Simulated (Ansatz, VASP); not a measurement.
# BeGaN: VASP beside Ansatz

```
Be Ga N
1.0
     3.49372    0.00000    0.00000
     0.00000    3.49372    0.00000
     0.00000    0.00000    6.56542
Be Ga N
2 2 2
Direct
  0.50000 0.00000 0.01321
  0.00000 0.50000 0.98679
  0.00000 0.50000 0.34759
  0.50000 0.00000 0.65241
  0.00000 0.00000 0.50000
  0.50000 0.50000 0.50000
```

Change from the starting cell: species swapped into the LuIO type (P4/nmm, No. 129).

Alike in both runs: functional PBE; k mesh 6 × 6 × 4; occupations gaussian, width 0.1 eV; no spin polarisation.

Ansatz relaxed the structure, and its values are those at the end. VASP's run is a single point on that final structure, the one shown.

|  | VASP | Ansatz |
| --- | --- | --- |
| version | VASP 6.6.1 | Ansatz 0.2.0 |
| potentials or method | VASP PAW PBE potentials, release 64 (Be, Ga_d, N), cutoff 520 eV | scalar-relativistic, plane waves, PAW |
| valence electrons in the cell | 40 | 40 |

|  | VASP | Ansatz | Ansatz less VASP |
| --- | --- | --- | --- |
| gap on the k mesh at the Fermi level (eV) | none | none | - |
| pressure (GPa) | 0.1 | -0.1 | -0.14 |
| rms of the force components (eV/Å) | 0.008 | 0.014 | +0.0065 |

A gap of «none» marks a metal or a gap that the smearing closes.
